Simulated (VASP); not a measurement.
# C in VASP: single point with PBE+D3(BJ)

Aim: the single point of C with PBE+D3(BJ).

Everything below comes from runs of VASP 6.6.1. Logs are shortened: lines on timing, memory, paths and dates and some standing lists are left out, and cuts for length are marked.

### 1 The cell of the first run

The cell holds a slab with vacuum, 4 atoms: a = 2.466 Å, b = 2.466 Å, c = 17.500 Å, α = 90.00°, β = 90.00°, γ = 120.00°.

### 2 Single point, PBE+D3(BJ) (layers slid over each other, then relaxed in part)

The input, INCAR:

```
SYSTEM = C
PREC = Accurate
ENCUT = 520
EDIFF = 1E-6
ISMEAR = 0
SIGMA = 0.1
LREAL = .False.
LASPH = .True.
NELM = 60
ALGO = Normal
ISIF = 2
LWAVE = .False.
LCHARG = .True.
LDIPOL = .True.
IDIPOL = 3
DIPOL = 0.5 0.5 0.356
GGA = PE
IVDW = 12
LELF = .True.
LVHAR = .True.
LVACPOTAV = .True.
NBANDS = 16
```

The input, KPOINTS:

```
regular mesh
0
Gamma
  15 15 1
  0 0 0
```

The input, POSCAR:

```
C
1.0
    2.4656524409      0.0000000000      0.0000000000
   -1.2328262205      2.1353176507      0.0000000000
    0.0000000000      0.0000000000     17.5000663885
C
4
Direct
    0.6666666667      0.3333333333      0.2571427272
    0.3333333333      0.6666666666      0.2571428916
    0.6666666667      0.6666666667      0.4546431595
    0.3333333333      1.0000000000      0.4546431595
```

Potentials or basis: VASP PAW PBE potentials, release 64 (C).

On the command line:

```sh
$ cat potpaw_PBE.64/C/POTCAR > POTCAR
$ mpirun -np 1 vasp_std > vasp.out
```

OUTCAR:

```text
SYSTEM = C
   PREC = Accurate
   ENCUT = 520
   EDIFF = 1E-6
   ISMEAR = 0
   LREAL = .False.
   LASPH = .True.
   NELM = 60
   ISIF = 2
   GGA = PE
   IVDW = 12
 IVDW          = 12

 ion  position               nearest neighbor table
   1  0.667  0.333  0.257-   2 1.42   2 1.42   2 1.42
   2  0.333  0.667  0.257-   1 1.42   1 1.42   1 1.42
   3  0.667  0.667  0.455-   4 1.42   4 1.42   4 1.42
   4  0.333  0.000  0.455-   3 1.42   3 1.42   3 1.42

  LATTYP: Found a hexagonal cell.
 ALAT       =     2.4656524409
 C/A-ratio  =     7.0975398228

  Lattice vectors:

 A1 = (   2.4656524409,   0.0000000000,   0.0000000000)
 A2 = (  -1.2328262205,   2.1353176507,   0.0000000000)
 A3 = (   0.0000000000,   0.0000000000,  17.5000663885)

Analysis of symmetry for initial positions (statically):
=====================================================================
 Subroutine PRICEL returns:
 Original cell was already a primitive cell.

 Routine SETGRP: Setting up the symmetry group for a
 hexagonal supercell.

 Subroutine GETGRP returns: Found  4 space group operations
 (whereof  2 operations were pure point group operations)
 out of a pool of 24 trial point group operations.

The static configuration has the point symmetry C_1h.
 The point group associated with its full space group is C_2h.

Analysis of symmetry for dynamics (positions and initial velocities):
=====================================================================
 Subroutine PRICEL returns:
 Original cell was already a primitive cell.

 Routine SETGRP: Setting up the symmetry group for a
 hexagonal supercell.

 Subroutine GETGRP returns: Found  4 space group operations
 (whereof  2 operations were pure point group operations)
 out of a pool of 24 trial point group operations.

The dynamic configuration has the point symmetry C_1h.
 The point group associated with its full space group is C_2h.

 Subroutine INISYM returns: Found  4 space group operations
 (whereof  2 operations are pure point group operations),
 and found     1 'primitive' translations

----------------------------------------------------------------------------------------

                                     Primitive cell

  volume of cell :      92.1370

  direct lattice vectors                    reciprocal lattice vectors
     2.465652441  0.000000000  0.000000000     0.405572166  0.234157199  0.000000000
    -1.232826221  2.135317651  0.000000000     0.000000000  0.468314398  0.000000000
     0.000000000  0.000000000 17.500066388     0.000000000  0.000000000  0.057142640

  length of vectors
     2.465652441  2.465652441 17.500066388     0.468314398  0.468314398  0.057142640

  position of ions in fractional coordinates (direct lattice)
     0.666666667  0.333333333  0.257142727
     0.333333333  0.666666667  0.257142892
     0.666666667  0.666666667  0.454643160
     0.333333333  0.000000000  0.454643160

  ion indices of the primitive-cell ions
   primitive index   ion index
                 1           1
                 2           2
                 3           3
                 4           4

----------------------------------------------------------------------------------------

 KPOINTS: regular mesh

Automatic generation of k-mesh.
 Grid dimensions read from file:
 generate k-points for:   15   15    1

 Generating k-lattice:

  Cartesian coordinates                     Fractional coordinates (reciprocal lattice)
     0.027038144  0.015610480  0.000000000     0.066666667  0.000000000  0.000000000
     0.000000000  0.031220960  0.000000000     0.000000000  0.066666667  0.000000000
     0.000000000  0.000000000  0.057142640     0.000000000  0.000000000  1.000000000

  Length of vectors
     0.031220960  0.031220960  0.057142640

  Shift w.r.t. Gamma in fractional coordinates (k-lattice)
     0.000000000  0.000000000  0.000000000

 Subroutine IBZKPT returns following result:
 ===========================================

 Found     64 irreducible k-points:

 Following reciprocal coordinates:
            Coordinates               Weight
  0.000000  0.000000  0.000000      1.000000
  0.066667  0.000000  0.000000      2.000000
  0.000000  0.066667  0.000000      4.000000
  0.133333  0.000000  0.000000      2.000000
  0.000000  0.133333  0.000000      4.000000
  0.200000  0.000000  0.000000      2.000000
[... 16 lines left out ...]
 -0.266667  0.200000  0.000000      4.000000
  0.266667  0.066667  0.000000      4.000000
 [... further k-points ...]
   k-points           NKPTS =     64   k-points in BZ     NKDIM =     64   number of bands    NBANDS=     16
   number of dos      NEDOS =    301   number of ions     NIONS =      4
   total plane-waves  NPLWV =  45360
   dimension x,y,z NGX =    18 NGY =   18 NGZ =  140
   dimension x,y,z NGXF=    36 NGYF=   36 NGZF=  280
   ions per type =               4
   NGX,Y,Z   is equivalent  to a cutoff of  12.14, 12.14, 13.30 a.u.
   NGXF,Y,Z  is equivalent  to a cutoff of  24.27, 24.27, 26.60 a.u.
 SYSTEM =  C
   PREC   = accura    normal or accurate (medium, high low for compatibility)
   ISTART =      0    job   : 0-new  1-cont  2-samecut
   ICHARG =      2    charge: 1-file 2-atom 10-const
   ISPIN  =      1    spin polarized calculation?
   LNONCOLLINEAR =      F non collinear calculations
   LSORBIT =      F    spin-orbit coupling
   LASPH  =      T    aspherical Exc in radial PAW
   ENCUT  =  520.0 eV  38.22 Ry    6.18 a.u.   4.58  4.58 32.54*2*pi/ulx,y,z
   NELM   =     60;   NELMIN=  2; NELMDL= -5     # of ELM steps
   EDIFF  = 0.1E-05   stopping-criterion for ELM
   LREAL  =      F    real-space projection
   EDIFFG = 0.1E-04   stopping-criterion for IOM
   NSW    =      0    number of steps for IOM
   IBRION =     -1    ionic relax: 0-MD 1-quasi-New 2-CG
   NFREE  =      0    steps in history (QN), initial steepest desc. (CG)
   ISIF   =      2    stress and relaxation
   ISYM   =      2    0-nonsym 1-usesym 2-fastsym
   POTIM  = 0.5000    time-step for ionic-motion
   TEBEG  =    0.0;   TEEND  =   0.0 temperature during run
   PSTRESS=    0.0 pullay stress
   NELECT =      16.0000    total number of electrons
   NUPDOWN=      -1.0000    fix difference up-down
   EMIN   =  10.00;   EMAX   =-10.00  energy-range for DOS
   EFERMI =   0.00;   METHOD = LEGACY
   ISMEAR =     0;   SIGMA  =   0.10  broadening in eV -4-tet -1-fermi 0-gaus
   EFERMI_NEDOS =   21; number of points for ismear=-14 and -15
   IALGO  =     38    algorithm
   IMIX   =      4    mixing-type and parameters
     AMIX     =   0.40;   BMIX     =  1.00
     AMIX_MAG =   1.60;   BMIX_MAG =  1.00
  volume/ion in A,a.u.               =      23.03       155.44
  Fermi-wavevector in a.u.,A,eV,Ry     =   0.913349  1.725980 11.350070  0.834207
  Thomas-Fermi vector in A             =   2.037850
   LORBIT       =      0    0 simple, 1 ext, 2 COOP (PROOUT), +10 PAW based schemes
   GGA     = PE    functional components
   LHFCALC =     F    Hartree Fock is set to
   AEXX    =    0.0000 exact exchange contribution
   IVDW    =    12    specifies the selected vdW correction
   LEPSILON=     F    determine dielectric tensor
   LRPA    =     F    only Hartree local field effects (RPA)
 non-spin polarized calculation
 Gauss-broadening in eV      SIGMA  =   0.10
  energy-cutoff  :      520.00
  volume of cell :       92.14
 maximum number of plane-waves:      2516
   NGX =  9   NGY =  9   NGZ = 65

 dipolmoment           0.000000      0.000000      0.000239 electrons x Angstroem

 number of electron      15.9999996 magnetization

 dipolmoment           0.000000      0.000000     -0.000013 electrons x Angstroem

 Free energy of the ion-electron system (eV)
  ---------------------------------------------------
  ext. energy  EPLUGINS =         0.00000000
  ---------------------------------------------------
  free energy    TOTEN  =       -36.87771226 eV

  energy without entropy =      -36.87763946  energy(sigma->0) =      -36.87767586

 E-fermi :  -0.8330     XC(G=0):  -4.4509

 val. band max:       -0.9951902522   @ k =   0.3333   0.3333   0.0000
 cond. band min:      -0.6709314770   @ k =   0.3333   0.3333   0.0000
 fundamental gap:      0.3242587752
 Fermi energy:        -0.8330179479

 k-point     1 :       0.0000    0.0000    0.0000
  band No.  band energies     occupation
      1     -20.4070      2.00000
      2     -20.2876      2.00000
      3      -8.8553      2.00000
      4      -8.0166      2.00000
      5      -3.8673      2.00000
      6      -3.8670      2.00000
[... 8 lines left out ...]
     15       7.4790      0.00000
     16       7.4989      0.00000

 k-point     2 :       0.0667    0.0000    0.0000
  band No.  band energies     occupation
      1     -20.3015      2.00000
      2     -20.1829      2.00000
      3      -8.7284      2.00000
      4      -7.8930      2.00000
      5      -4.2936      2.00000
      6      -4.2834      2.00000
[... 8 lines left out ...]
     15       7.5438      0.00000
     16       7.9301      0.00000

 k-point     3 :       0.0000    0.0667    0.0000
  band No.  band energies     occupation
      1     -20.3015      2.00000
      2     -20.1829      2.00000
      3      -8.7283      2.00000
      4      -7.8931      2.00000
      5      -4.2934      2.00000
      6      -4.2831      2.00000
[... 8 lines left out ...]
     15       7.5526      0.00000
     16       7.9352      0.00000

 k-point     4 :       0.1333    0.0000    0.0000
  band No.  band energies     occupation
      1     -19.9859      2.00000
      2     -19.8696      2.00000
      3      -8.3496      2.00000
      4      -7.5244      2.00000
      5      -5.4256      2.00000
      6      -5.4068      2.00000
[... 8 lines left out ...]
     15       7.5819      0.00000
     16       8.8676      0.00000

 k-point     5 :       0.0000    0.1333    0.0000
  band No.  band energies     occupation
      1     -19.9859      2.00000
      2     -19.8696      2.00000
      3      -8.3492      2.00000
      4      -7.5248      2.00000
      5      -5.4262      2.00000
      6      -5.4058      2.00000
[... 8 lines left out ...]
     15       7.5854      0.00000
     16       8.8738      0.00000

 k-point     6 :       0.2000    0.0000    0.0000
  band No.  band energies     occupation
      1     -19.4623      2.00000
      2     -19.3498      2.00000
      3      -7.7257      2.00000
      4      -6.9776      2.00000
      5      -6.9505      2.00000
      6      -6.9158      2.00000
[... 8 lines left out ...]
     15       7.4513      0.00000
     16       7.6899      0.00000
[... 267 lines left out ...]
 k-point    21 :       0.2000    0.0667    0.0000
  band No.  band energies     occupation
      1     -19.0460      2.00000
      2     -18.9365      2.00000
      3      -7.8576      2.00000
      4      -7.8248      2.00000
      5      -7.2330      2.00000
      6      -6.4409      2.00000
[... 8 lines left out ...]
     15       7.5218      0.00000
     16       7.7684      0.00000

 k-point    22 :      -0.0667    0.2667    0.0000
  band No.  band energies     occupation
      1     -19.0459      2.00000
      2     -18.9366      2.00000
      3      -7.8597      2.00000
      4      -7.8221      2.00000
      5      -7.2308      2.00000
      6      -6.4437      2.00000
[... 8 lines left out ...]
     15       7.5303      0.00000
     16       7.7668      0.00000

 k-point    23 :      -0.2667    0.2000    0.0000
  band No.  band energies     occupation
      1     -19.0459      2.00000
      2     -18.9366      2.00000
      3      -7.8576      2.00000
      4      -7.8245      2.00000
      5      -7.2315      2.00000
      6      -6.4428      2.00000
[... 8 lines left out ...]
     15       7.5432      0.00000
     16       7.7728      0.00000

 k-point    24 :       0.2667    0.0667    0.0000
  band No.  band energies     occupation
      1     -18.2208      2.00000
      2     -18.1170      2.00000
      3      -9.5800      2.00000
      4      -9.5353      2.00000
      5      -6.6767      2.00000
      6      -6.6606      2.00000
[... 8 lines left out ...]
     15       7.5149      0.00000
     16       8.5051      0.00000

 [... further k-points ...]

------------------------ aborting loop because EDIFF is reached ----------------------------------------

 Edisp (eV)   -0.46980

 E8    (eV) :    -0.1400

  FORCE on cell =-STRESS in cart. coord.  units (eV):
  Direction    XX          YY          ZZ          XY          YZ          ZX
  --------------------------------------------------------------------------------------
  -------------------------------------------------------------------------------------
  Total       0.10761     0.12379    -0.02367    -0.01402     0.04252    -0.02455
  in kB       1.87118     2.15260    -0.41164    -0.24372     0.73939    -0.42688
  external pressure =        1.20 kB  Pullay stress =        0.00 kB

 VOLUME and BASIS-vectors are now :
 -----------------------------------------------------------------------------
  energy-cutoff  :      520.00
  volume of cell :       92.14
      direct lattice vectors                 reciprocal lattice vectors
     2.465652441  0.000000000  0.000000000     0.405572166  0.234157199  0.000000000
    -1.232826221  2.135317651  0.000000000     0.000000000  0.468314398  0.000000000
     0.000000000  0.000000000 17.500066388     0.000000000  0.000000000  0.057142640

 POSITION                                       TOTAL-FORCE (eV/Angst)
 -----------------------------------------------------------------------------------
      1.23283      0.71177      4.50001         0.002439     -0.006793     -0.000138
     -0.00000      1.42355      4.50002         0.004664     -0.005509     -0.000138
      0.82188      1.42355      7.95629        -0.004664      0.005509      0.000138
      0.82188      0.00000      7.95629        -0.002439      0.006793      0.000138
 -----------------------------------------------------------------------------------
    total drift:                                0.000000      0.000000     -0.002622

  FREE ENERGIE OF THE ION-ELECTRON SYSTEM (eV)
  ---------------------------------------------------
  free  energy   TOTEN  =       -37.3475142571 eV

  energy  without entropy=      -37.3474414587  energy(sigma->0) =      -37.34747786

 vacuum level on the upper side and lower side of the slab         3.439         3.440
```

Run time: 66 s. Hardware: 1 thread of Intel Xeon Platinum 8488C (Sapphire Rapids), shared host; peak memory 0.23 GiB.

What came out:

```
Free energy                : -37.3475 eV
Largest force              : 0.007 eV/Å
Dispersion energy per atom : -0.117 eV
```

Forces in eV/Å, atoms in the order of the input:
```
C    0.002 -0.007  0.000
C    0.005 -0.006  0.000
C   -0.005  0.006  0.000
C   -0.002  0.007  0.000
```

Caveat: the cell differs from its parent crystal (layers slid over each other, then relaxed in part).
